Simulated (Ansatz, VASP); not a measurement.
One calculation of WSe2, two programs

File INCAR:

```
SYSTEM = WSe2
PREC = Accurate
ENCUT = 520
EDIFF = 1E-7
ISMEAR = 0
SIGMA = 0.05
LREAL = .FALSE.
LASPH = .TRUE.
NELM = 100
ALGO = Normal
ISIF = 2
LWAVE = .FALSE.
LCHARG = .FALSE.
GGA = PE
IVDW = 12
NBANDS = 35
```

KPOINTS

```
regular mesh
0
G
  9 9 2
  0 0 0
```

File POSCAR:

```
WSe2
1.0
   -3.2789854852      0.0000000000      0.0000000000
   -1.6394927426     -2.8396847288      0.0000000000
   -1.3662439522     -0.9465615763     14.0112373504
W Se
2 4
Direct
   -0.1875000000     -0.2500000000      0.7500000000
   -0.0625000000     -0.0833333333      0.2500000000
    0.1157642268      0.0432411913      0.8702764262
    0.2407642268      0.2099078579      0.3702764262
    0.3009024399      0.2900921421      0.1297235738
    0.1759024399      0.1234254754      0.6297235738
```

Input for Ansatz:

```yaml
crystal:
  lattice:
    - [-3.2789854852, 0.0, 0.0]
    - [-1.6394927426, -2.8396847288, 0.0]
    - [-1.3662439522, -0.9465615763, 14.0112373504]
  atoms:
    - { symbol: W, position: [-0.1875, -0.25, 0.75] }
    - { symbol: W, position: [-0.0625, -0.0833333333, 0.25] }
    - { symbol: Se, position: [0.1157642268, 0.0432411913, 0.8702764262] }
    - { symbol: Se, position: [0.2407642268, 0.2099078579, 0.3702764262] }
    - { symbol: Se, position: [0.3009024399, 0.2900921421, 0.1297235738] }
    - { symbol: Se, position: [0.1759024399, 0.1234254754, 0.6297235738] }
basis:
  ecutwfc: 420
kpoints:
  mp_grid: { grid: [9, 9, 2] }
hamiltonian:
  xc: pbe
  pseudopotentials: { kind: paw, azcp: { folder: soft_1 } }
  dispersion: d3bj
scf:
  occupations: { method: gaussian, width: 0.05 }
output:
  forces: true
  stress: true
  eigenvalues: true
```

Alike in both runs: task single point; functional PBE; dispersion D3(BJ); k mesh 9 × 9 × 2; occupations gaussian, width 0.05 eV; no spin polarisation.

|  | VASP | Ansatz |
| --- | --- | --- |
| version | VASP 6.6.1 | Ansatz 0.2.0 |
| potentials or method | VASP PAW PBE potentials, release 64 (W_sv, Se), cutoff 520 eV | scalar-relativistic, plane waves, PAW |
| valence electrons in the cell | 52 | 92 |

Ansatz gave:

| Item | Value |
| --- | --- |
| gap on the k mesh at the Fermi level (eV) | 1.38 |
| least direct gap on the mesh (eV) | 1.66 |
| pressure (GPa) | -0.3 |
| traceless stress, the component that is largest in VASP (GPa) | -0.51 |
| rms of the force components (eV/Å) | 0.039 |

What did VASP give for the same quantities?

gap on the k mesh at the Fermi level (eV): 1.38; least direct gap on the mesh (eV): 1.66; pressure (GPa): 0.1; traceless stress, the component that is largest in VASP (GPa): -0.43; rms of the force components (eV/Å): 0.057.

Atom by atom the forces differ by 0.023 eV/Å (rms over components). VASP's potentials hold 52 valence electrons a cell and Ansatz's 92, so a difference there can come from the potentials and not from the codes.

Spin-orbit coupling is off throughout.
